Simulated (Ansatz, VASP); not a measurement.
## Re in VASP and in Ansatz

Contents of INCAR:

```
PREC     = Accurate       # precision mode
ENCUT    = 560            # plane-wave cutoff, eV
EDIFF    = 1E-7           # SCF threshold, eV
ISMEAR   = -1             # smearing method
SIGMA    = 0.1            # smearing width, eV
LREAL    = F              # projectors in reciprocal space
LASPH    = T              # aspherical terms in the spheres
NELM     = 120            # most SCF steps
ALGO     = Normal         # electronic algorithm
ISIF     = 3              # what is computed and relaxed
LWAVE    = F              # write WAVECAR
LCHARG   = F              # write CHGCAR
GGA      = CA             # functional
IBRION   = 2              # ionic algorithm
NSW      = 80             # ionic steps
EDIFFG   = -0.01          # ionic threshold
GGA_COMPAT= F            
NELMIN   = 4
```

KPOINTS

```
regular mesh
0
Gamma
  13 13 7
```

File POSCAR:

```
Re
1.0
    2.7607987292      0.0000000000      0.0000000000
   -1.3803993646      2.3909218342      0.0000000000
    0.0000000000      0.0000000000      4.4582000000
Re
2
Direct
    0.3333333333      0.6666666667      0.2500000000
    0.6666666667      0.3333333333      0.7500000000
```

Input for Ansatz:

```yaml
crystal:
  lattice:
    - [2.7607987292, 0.0, 0.0]
    - [-1.3803993646, 2.3909218342, 0.0]
    - [0.0, 0.0, 4.4582]
  atoms:
    - { symbol: Re, position: [0.3333333333, 0.6666666667, 0.25] }
    - { symbol: Re, position: [0.6666666667, 0.3333333333, 0.75] }
hamiltonian:
  xc: lda
  pseudopotentials:
    kind: paw
    azcp:
      Re: "pseudopotentials/Re.paw.azcp"
basis:
  ecutwfc: 420
  fft_grid_basis: typed
kpoints:
  mp_grid: { grid: [13, 13, 7], shift: [0, 0, 0] }
magnetization:
  spin_polarized: false
scf:
  occupations: { method: fermi_dirac, width: 0.1 }
relax:
  max_steps: 60
  f_tol: 0.01
  cell: {}
```

Alike in both runs: task relaxation of cell and atoms; functional LDA; k mesh 13 × 13 × 7; occupations fermi-dirac, width 0.1 eV; no spin polarisation.

|  | VASP | Ansatz |
| --- | --- | --- |
| version | VASP 6.6.1 | Ansatz 0.2.0 |
| potentials or method | VASP PAW LDA potentials, release 64 (Re_sv_GW), cutoff 560 eV | plane waves (420 eV) with PAW, scalar-relativistic |
| valence electrons in the cell | 30 | 30 |

Ansatz gave:

- relaxed volume (Å³/atom): 14.33
- relaxed length of the cell vector where the two differ most in proportion (Å): 2.739

Task: What did VASP give for the same quantities?

Result: Relaxed volume (Å³/atom): 14.34; relaxed length of the cell vector where the two differ most in proportion (Å): 2.740.

Ansatz warns that its potentials were made for another functional, while VASP's fit it. LDA's correlation is that of Perdew and Zunger in VASP and of Perdew and Wang (1992) in Ansatz.

Spin-orbit coupling is off throughout.
